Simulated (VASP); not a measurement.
The system is GaSb2.

```xyz
3
Lattice="3.3364 0.0000 0.0000 -1.6682 2.8894 0.0000 0.0000 0.0000 7.9957" Properties=species:S:1:pos:R:3 pbc="T T T"
Ga    0.0000    0.0000    0.0000
Sb    0.0000    1.9263    5.6284
Sb    1.6682    0.9631    2.3673
```

- Program: VASP 6.6.1
- Task: relaxation of cell and atoms
- Functional: PBE
- Potentials or basis: VASP PAW PBE potentials, release 64 (Ga_d, Sb)
- Cutoff: 600 eV
- k mesh: 18 × 18 × 6
- Occupations: gaussian, width 0.1 eV
- Spin: no spin polarisation

At the start: pressure -0.0 GPa; volume 25.69 Å³/atom.

Task: How do energy, volume and symmetry change on relaxing?

Result: Over 11 steps the energy falls by 8.5 meV/atom and the volume is 25.87 Å³/atom (+0.7 %); space group P-3m1 (No. 164, to 0.05 Å).

Step by step:
```csv
step,energy change (eV),largest force (eV/Å),pressure (GPa),volume (Å³)
1,0.0000,0.1014,-0.01,77.08
2,-0.0182,0.0891,-0.14,77.04
3,-0.0218,0.0793,-0.19,77.01
4,-0.0219,0.0774,-0.19,77.00
5,-0.0226,0.0577,0.12,76.61
6,-0.0226,0.0537,0.21,76.53
7,-0.0233,0.0470,0.14,76.62
8,-0.0247,0.0261,0.12,76.89
9,-0.0255,0.0101,0.14,77.44
10,-0.0251,0.0159,-0.33,78.07
11,-0.0256,0.0024,-0.03,77.62
```

Final structure:
```yaml
crystal:
  lattice:
    - [3.38614, 0.00000, 0.00000]
    - [-1.69307, 2.93248, 0.00000]
    - [0.00000, 0.00000, 7.81697]
  atoms:
    - { symbol: Ga, position: [0.00000, 0.00000, 0.00000] }
    - { symbol: Sb, position: [0.33333, 0.66667, 0.71220] }
    - { symbol: Sb, position: [0.66667, 0.33333, 0.28780] }
```
